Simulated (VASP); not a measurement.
# MgI2 (P-3m1) in VASP: notebook

The runs below take MgI2 through single point, with PBE-based global hybrid with 10 % exact exchange, HSE06.

Everything below comes from runs of VASP 6.6.1. Logs are shortened: lines on timing, memory, paths and dates and some standing lists are left out, and cuts for length are marked.

**1. The cell of the first run**

Symmetry: P-3m1, No. 164, trigonal system. Conventional cell: a = 4.157 Å, b = 4.157 Å, c = 6.876 Å, α = 90.00°, β = 90.00°, γ = 120.00°. Mg (site symmetry -3m) has 6 I at 2.92 Å within 3.8 Å. I (site symmetry 3m) has 3 Mg at 2.92 Å within 3.8 Å.

**2. Single point, PBE-based global hybrid with 10 % exact exchange**

Contents of POSCAR:

```
MgI2
1.0
    4.1566377674      0.0000000000      0.0000000000
   -2.0783188837      3.5997539009      0.0000000000
    0.0000000000      0.0000000000      6.8756118848
Mg I
1 2
Direct
    0.0000000000      0.0000000000      0.0000000000
    0.3333333333      0.6666666667      0.2425739818
    0.6666666667      0.3333333333      0.7574260182
```

Contents of INCAR.step1:

```
SYSTEM = MgI2
PREC = Accurate
ENCUT = 520
EDIFF = 1E-5
ISMEAR = 0
SIGMA = 0.01
LREAL = .False.
LASPH = .True.
NELM = 60
ALGO = Normal
ISIF = 2
LWAVE = .True.
LCHARG = .False.
GGA = PE
NBANDS = 15
```

Contents of INCAR.step2:

```
SYSTEM = MgI2
PREC = Accurate
ENCUT = 520
EDIFF = 1E-6
ISMEAR = 0
SIGMA = 0.01
LREAL = .False.
LASPH = .True.
NELM = 60
ALGO = Normal
ISIF = 2
LWAVE = .False.
LCHARG = .False.
GGA = PE
LHFCALC = .True.
AEXX = 0.1
PRECFOCK = Normal
ISTART = 1
NBANDS = 15
```

Contents of KPOINTS:

```
Automatic mesh
0
Gamma
  6 6 2
  0 0 0
```

Potentials or basis: VASP PAW PBE potentials, release 64 (Mg, I).

Run with:

```sh
$ cat potpaw_PBE.64/Mg/POTCAR potpaw_PBE.64/I/POTCAR > POTCAR
$ cp INCAR.step1 INCAR
$ mpirun -np 1 vasp_std > vasp.out
$ cp INCAR.step2 INCAR
$ mpirun -np 1 vasp_std > vasp.out
```

OUTCAR:

```text
SYSTEM = MgI2
   PREC = Accurate
   ENCUT = 520
   EDIFF = 1E-6
   ISMEAR = 0
   LREAL = .False.
   LASPH = .True.
   NELM = 60
   ISIF = 2
   GGA = PE
   LHFCALC = .True.
   AEXX = 0.1
   PRECFOCK = Normal
   ISTART = 1

 ion  position               nearest neighbor table
   1  0.000  0.000  0.000-   2 2.92   3 2.92   3 2.92   2 2.92   3 2.92   2 2.92
   2  0.333  0.667  0.243-   1 2.92   1 2.92   1 2.92
   3  0.667  0.333  0.757-   1 2.92   1 2.92   1 2.92

  LATTYP: Found a hexagonal cell.
 ALAT       =     4.1566377674
 C/A-ratio  =     1.6541282329

  Lattice vectors:

 A1 = (   4.1566377674,   0.0000000000,   0.0000000000)
 A2 = (  -2.0783188837,   3.5997539009,   0.0000000000)
 A3 = (   0.0000000000,   0.0000000000,   6.8756118848)

Analysis of symmetry for initial positions (statically):
=====================================================================
 Subroutine PRICEL returns:
 Original cell was already a primitive cell.

 Routine SETGRP: Setting up the symmetry group for a
 hexagonal supercell.

 Subroutine GETGRP returns: Found 12 space group operations
 (whereof 12 operations were pure point group operations)
 out of a pool of 24 trial point group operations.

The static configuration has the point symmetry D_3d.

Analysis of symmetry for dynamics (positions and initial velocities):
=====================================================================
 Subroutine PRICEL returns:
 Original cell was already a primitive cell.

 Routine SETGRP: Setting up the symmetry group for a
 hexagonal supercell.

 Subroutine GETGRP returns: Found 12 space group operations
 (whereof 12 operations were pure point group operations)
 out of a pool of 24 trial point group operations.

The dynamic configuration has the point symmetry D_3d.

 Subroutine INISYM returns: Found 12 space group operations
 (whereof 12 operations are pure point group operations),
 and found     1 'primitive' translations

----------------------------------------------------------------------------------------

                                     Primitive cell

  volume of cell :     102.8789

  direct lattice vectors                    reciprocal lattice vectors
     4.156637767  0.000000000  0.000000000     0.240579058  0.138898384  0.000000000
    -2.078318884  3.599753901  0.000000000     0.000000000  0.277796768  0.000000000
[... 94 lines left out ...]
   IMIX   =      1    mixing-type and parameters
     AMIX     =   0.40;   BMIX     =  1.00
     AMIX_MAG =   1.60;   BMIX_MAG =  1.00
  volume/ion in A,a.u.               =      34.29       231.42
  Fermi-wavevector in a.u.,A,eV,Ry     =   0.880385  1.663687 10.545577  0.775078
  Thomas-Fermi vector in A             =   2.000738
   LORBIT       =      0    0 simple, 1 ext, 2 COOP (PROOUT), +10 PAW based schemes
   GGA     = PE    functional components
   LHFCALC =     T    Hartree Fock is set to
   PRECFOCK=normal    Normal, Fast or Accurate (Low or Medium for compatibility)
   ENCUT4O =  -1.0   cutoff for four orbital integrals eV
   NKREDX  =     1    reduce k-point grid by
   NKREDY  =     1    reduce k-point grid by
   NKREDZ  =     1    reduce k-point grid by
   AEXX    =    0.1000 exact exchange contribution
   HFSCREEN=    0.0000 screening length (either q_TF or 0.3 A-1)
   HFSCREENC=   0.0000 screening length for correlation (either q_TF or 0.3 A-1)
   ENCUTFOCK=  -1.0 apply spherical cutoff to Coloumb kernel
   IVDW    =     0    specifies the selected vdW correction
   LEPSILON=     F    determine dielectric tensor
   LRPA    =     F    only Hartree local field effects (RPA)
 non-spin polarized calculation
 Gauss-broadening in eV      SIGMA  =   0.01
  energy-cutoff  :      520.00
  volume of cell :      102.88
 maximum number of plane-waves:      2802
 NGX is ok and might be reduce to    32
  NGX = 24; NGY = 24; NGZ = 40

 number of electron      16.0000001 magnetization

 Free energy of the ion-electron system (eV)
  ---------------------------------------------------
  ext. energy  EPLUGINS =         0.00000000
  ---------------------------------------------------
  free energy    TOTEN  =        -8.55143981 eV

  energy without entropy =       -8.55143981  energy(sigma->0) =       -8.55143981

 E-fermi :   1.9707     XC(G=0):  -7.5174

 val. band max:        1.8703074558   @ k =   0.0000   0.0000   0.0000
 cond. band min:       6.0594038771   @ k =   0.5000  -0.0000   0.5000
 fundamental gap:      4.1890964213
 Fermi energy:         1.9706725354

 k-point     1 :       0.0000    0.0000    0.0000
  band No.  band energies     occupation
      1     -10.6435      2.00000
      2      -9.8992      2.00000
      3      -1.7982      2.00000
      4       1.4036      2.00000
      5       1.4036      2.00000
      6       1.7972      2.00000
      7       1.7972      2.00000
      8       1.8703      2.00000
      9       6.2187      0.00000
     10       7.2945      0.00000
     11       9.2815      0.00000
     12       9.2815      0.00000
     13      10.0611      0.00000
     14      10.7448      0.00000
[... 221 lines left out ...]
      2      -9.7159      2.00000
      3      -1.4065      2.00000
      4      -0.9984      2.00000
      5      -0.9984      2.00000
      6      -0.4205      2.00000
      7       1.3033      2.00000
      8       1.3033      2.00000
      9       7.3757      0.00000
     10       8.3220      0.00000
     11       8.3220      0.00000
     12       9.9164      0.00000
     13      10.9280      0.00000
     14      11.1875      0.00000
     15      11.4123      0.00000

------------------------ aborting loop because EDIFF is reached ----------------------------------------

  FORCE on cell =-STRESS in cart. coord.  units (eV):
  Direction    XX          YY          ZZ          XY          YZ          ZX
  --------------------------------------------------------------------------------------
  -------------------------------------------------------------------------------------
  Total        0.4321564      0.4321564      0.5587554     -0.0000000      0.0000000      0.0000000
  in kB        6.7301573      6.7301573      8.7017379     -0.0000000      0.0000000      0.0000000
  external PRESSURE =       7.3873508 kB  Pullay stress =       0.0000000 kB

 VOLUME and BASIS-vectors are now :
 -----------------------------------------------------------------------------
  energy-cutoff  :      520.00
  volume of cell :      102.88
      direct lattice vectors                 reciprocal lattice vectors
     4.156637767  0.000000000  0.000000000     0.240579058  0.138898384  0.000000000
    -2.078318884  3.599753901  0.000000000     0.000000000  0.277796768  0.000000000
     0.000000000  0.000000000  6.875611885     0.000000000  0.000000000  0.145441601

 POSITION                                       TOTAL-FORCE (eV/Angst)
 -----------------------------------------------------------------------------------
      0.00000      0.00000      0.00000        -0.000000      0.000000      0.000000
     -0.00000      2.39984      1.66784        -0.000000     -0.000000     -0.046615
      2.07832      1.19992      5.20777         0.000000      0.000000      0.046615
 -----------------------------------------------------------------------------------
    total drift:                                0.000000     -0.000000      0.000000

  FREE ENERGIE OF THE ION-ELECTRON SYSTEM (eV)
  ---------------------------------------------------
  free  energy   TOTEN  =        -8.5514398144 eV

  energy  without entropy=       -8.5514398144  energy(sigma->0) =       -8.55143981
```

It took 44 min on 1 thread of Intel Xeon 8259CL, shared host; peak memory 0.26 GiB.

Results:

```yaml
Free_energy: -8.5514 eV
Pressure: 0.7 GPa
Largest_force: 0.047 eV/Å
Band_gap_on_the_k_mesh: 4.19 eV (least direct gap 4.35 eV)
```

Forces on the atoms (eV/Å):
```
Mg   0.000  0.000  0.000
I    0.000  0.000 -0.047
I    0.000  0.000  0.047
```

Caveat: the k points lie up to 0.46 Å⁻¹ apart; the PAW data sets were made with another functional, which shifts forces and pressure a little; spin-orbit coupling is left out, which moves the levels of the heavy elements. A k mesh can miss the band edges.

**3. Single point, HSE06**

POSCAR is that of step 2.

Contents of INCAR.step1:

```
ALGO = Normal
EDIFF = 1E-5
ENCUT = 520
GGA = PE
ISIF = 2
ISMEAR = 0
LASPH = T
LCHARG = F
LREAL = F
LWAVE = T
NBANDS = 15
NELM = 100
PREC = Accurate
SIGMA = 0.01
```

Contents of INCAR.step2:

```
ALGO = Normal
EDIFF = 1E-7
ENCUT = 520
GGA = PE
HFSCREEN = 0.2079
ISIF = 2
ISMEAR = 0
ISTART = 1
LASPH = T
LCHARG = F
LHFCALC = T
LREAL = F
LWAVE = F
NBANDS = 15
NELM = 100
PREC = Accurate
PRECFOCK = Normal
SIGMA = 0.01
```

Contents of KPOINTS:

```
k-points
0
Gamma
  6 6 2
```

Potentials or basis: VASP PAW PBE potentials, release 64 (Mg, I).

Run with:

```sh
$ cat potpaw_PBE.64/Mg/POTCAR potpaw_PBE.64/I/POTCAR > POTCAR
$ cp INCAR.step1 INCAR
$ mpirun -np 1 vasp_std > vasp.out
$ cp INCAR.step2 INCAR
$ mpirun -np 1 vasp_std > vasp.out
```

Run time: 59 min. Hardware: 1 thread of Intel Xeon 8259CL, shared host; peak memory 0.36 GiB.

The run converged. Its results:

| Item | Value |
| --- | --- |
| Free energy | -9.1896 eV |
| Pressure | 0.3 GPa |
| Largest force | 0.127 eV/Å |
| Band gap on the k mesh | 4.48 eV (least direct gap 4.67 eV) |

Forces on the atoms (eV/Å):
```
Mg   0.000  0.000  0.000
I    0.000  0.000 -0.127
I    0.000  0.000  0.127
```

Stress tensor (GPa, compression positive):
```
0.24 0.00 0.00
0.00 0.24 0.00
0.00 0.00 0.41
```

Levels at points of the mesh, in eV from the valence-band top:
| k point | band 4 | band 5 | band 6 | band 7 | band 8 | band 9 | band 10 | band 11 | band 12 | band 13 |
| --- | --- | --- | --- | --- | --- | --- | --- | --- | --- | --- |
| (0.00, 0.00, 0.00) | -0.49 | -0.49 | -0.08 | -0.08 | 0.00 | 4.67 | 5.73 | 7.77 | 7.77 | 8.54 |
| (0.50, 0.00, 0.00) | -3.04 | -2.01 | -1.49 | -0.96 | -0.49 | 4.56 | 6.31 | 6.45 | 8.02 | 9.13 |
| (0.00, 0.00, 0.50) | -1.53 | -0.38 | -0.38 | -0.19 | -0.19 | 5.66 | 5.82 | 7.57 | 7.57 | 8.88 |
| (0.50, 0.00, 0.50) | -3.45 | -1.31 | -1.21 | -0.86 | -0.74 | 4.48 | 6.16 | 6.64 | 7.07 | 8.86 |

Caveat: the k points lie up to 0.46 Å⁻¹ apart; the PAW data sets were made with another functional, which shifts forces and pressure a little; spin-orbit coupling is left out, which moves the levels of the heavy elements; this functional lacks dispersion, which binds layers or chains, so the pressure and a relaxed spacing across them are unreliable. A k mesh can miss the band edges.
